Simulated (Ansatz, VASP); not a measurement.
**SiGe2 in VASP and in Ansatz**

Contents of INCAR:

```
SYSTEM = SiGe2
ALGO = Normal
EDIFF = 1E-6
EDIFFG = -0.005
ENCUT = 600
GGA = PS
IBRION = 2
ISIF = 3
ISMEAR = 0
LASPH = .TRUE.
LCHARG = .FALSE.
LREAL = .FALSE.
LWAVE = .FALSE.
NELM = 60
NSW = 100
PREC = Accurate
SIGMA = 0.1
```

Contents of KPOINTS:

```
k-points
0
G
  12 12 12
  0 0 0
```

The input POSCAR:

```
SiGe2
1.0
    0.0000000000      3.0608447154      3.0608447154
    3.0608447154      0.0000000000      3.0608447154
    3.0608447154      3.0608447154      0.0000000000
Si Ge
1 2
Direct
    0.0000000000      0.0000000000      0.0000000000
    0.7500000000      0.7500000000      0.7500000000
    0.2500000000      0.2500000000      0.2500000000
```

Input for Ansatz:

```yaml
crystal:
  lattice:
    - [0.0, 3.0608447154, 3.0608447154]
    - [3.0608447154, 0.0, 3.0608447154]
    - [3.0608447154, 3.0608447154, 0.0]
  atoms:
    - { symbol: Si, position: [0.0, 0.0, 0.0] }
    - { symbol: Ge, position: [0.75, 0.75, 0.75] }
    - { symbol: Ge, position: [0.25, 0.25, 0.25] }
basis:
  ecutwfc: 420
kpoints:
  mp_grid: { grid: [12, 12, 12] }
hamiltonian:
  xc: pbesol
scf:
  occupations: { method: gaussian, width: 0.1 }
output:
  forces: true
  stress: true
  eigenvalues: true
relax:
  adjacent_minimum: "off"
  f_tol: 0.005
  max_steps: 80
  cell: { stress_tol: 0.05 }
```

Alike in both runs: task relaxation of cell and atoms; functional PBEsol; k mesh 12 × 12 × 12; occupations gaussian, width 0.1 eV; no spin polarisation.

```csv
,VASP,Ansatz
version,VASP 6.6.1,Ansatz 0.2.0
potentials or method,"VASP PAW PBE potentials, release 64 (Si, Ge_d), cutoff 600 eV","scalar-relativistic, plane waves, PAW"
valence electrons in the cell,32,32
```

Ansatz gave:

* gap on the k mesh at the Fermi level, each at its own relaxed structure (eV): none
* relaxed volume (Å³/atom): 19.10
* relaxed cell length with the largest relative difference (Å): 4.327

Q: What did VASP give for the same quantities?

A: gap on the k mesh at the Fermi level, each at its own relaxed structure (eV): none; relaxed volume (Å³/atom): 19.10; relaxed cell length with the largest relative difference (Å): 4.328.

VASP's potentials were made for PBE, not for PBEsol. A gap of «none» marks a metal or a gap that the smearing closes.
